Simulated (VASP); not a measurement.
GaSb:

```xyz
2
Lattice="0.0000 3.0793 3.0793 3.0793 0.0000 3.0793 3.0793 3.0793 0.0000" Properties=species:S:1:pos:R:3 pbc="T T T"
Sb    4.6189    4.6189    4.6189
Ga    0.0000    0.0000    0.0000
```

Base run:

* Program: VASP 6.6.1
* Functional: b88 exchange, pbe correlation
* Potentials or basis: VASP PAW PBE potentials, release 64 (Sb, Ga_d)
* Cutoff: 500 eV
* k mesh: 8 × 8 × 8
* Occupations: fermi-dirac, width 0.05 eV
* Spin: no spin polarisation

Its results: band gap on the k mesh zero (filled and empty bands touch); pressure 1.2 GPa.

Q: The run is repeated on the same cell with these changes: functional from b88 exchange, pbe correlation to B3LYP; cutoff from 500 eV to 520 eV; k mesh from 8 × 8 × 8 to 4 × 4 × 4. What comes out?

A: Band gap on the k mesh 0.93 eV; pressure 1.9 GPa.

Several settings changed at once.

Caveats: some runs use coarse meshes; the PAW data sets were made with another functional, which shifts forces and pressure a little; spin-orbit coupling is left out, which moves the levels of the heavy elements; semilocal functionals underestimate gaps, so a narrow gap can read as zero (at least some runs).

A k mesh can miss the band edges.
